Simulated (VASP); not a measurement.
## NaH: single point with r2SCAN

The system is NaH.

```
CELL_PARAMETERS angstrom
0.00000 2.59692 2.59692
2.59692 0.00000 2.59692
2.59692 2.59692 0.00000
ATOMIC_POSITIONS crystal
Na 0.00000 0.00000 0.00000
H 0.25000 0.25000 0.25000
```

| Item | Value |
| --- | --- |
| Program | VASP 6.6.1 |
| Task | single point |
| Functional | r2SCAN |
| Potentials or basis | VASP PAW PBE potentials, release 64 (Na_pv, H) |
| Cutoff | 520 eV |
| k mesh | 8 × 8 × 8 |
| Occupations | fermi-dirac, width 0.02 eV |
| Spin | no spin polarisation |
| Dipole correction | no |
| Further INCAR settings | ALGO = Normal; EDIFF = 1e-06; NBANDS = 11 |

The pressure is -0.2 GPa. The band gap on the k mesh is 4.05 eV (least direct gap 4.74 eV).

Levels at points of the mesh, in eV from the valence-band top:
| k point | band 2 | band 3 | band 4 | band 5 | band 6 | band 7 |
| --- | --- | --- | --- | --- | --- | --- |
| (0.00, 0.00, 0.00) | -22.78 | -22.78 | -2.80 | 8.85 | 13.81 | 13.81 |
| (0.50, 0.00, 0.00) | -22.79 | -22.78 | -0.69 | 4.05 | 11.54 | 13.14 |
| (0.50, 0.50, 0.00) | -22.80 | -22.79 | -0.08 | 5.55 | 7.90 | 10.37 |

Wall time 73 s on 1 thread of Intel Xeon 8259CL (shared host), peak memory 0.16 GiB.

Caveat: the structure was generated, so it needn't be the stable form of NaH; the PAW data sets were made with another functional, which shifts forces and pressure a little. A k mesh can miss the band edges.
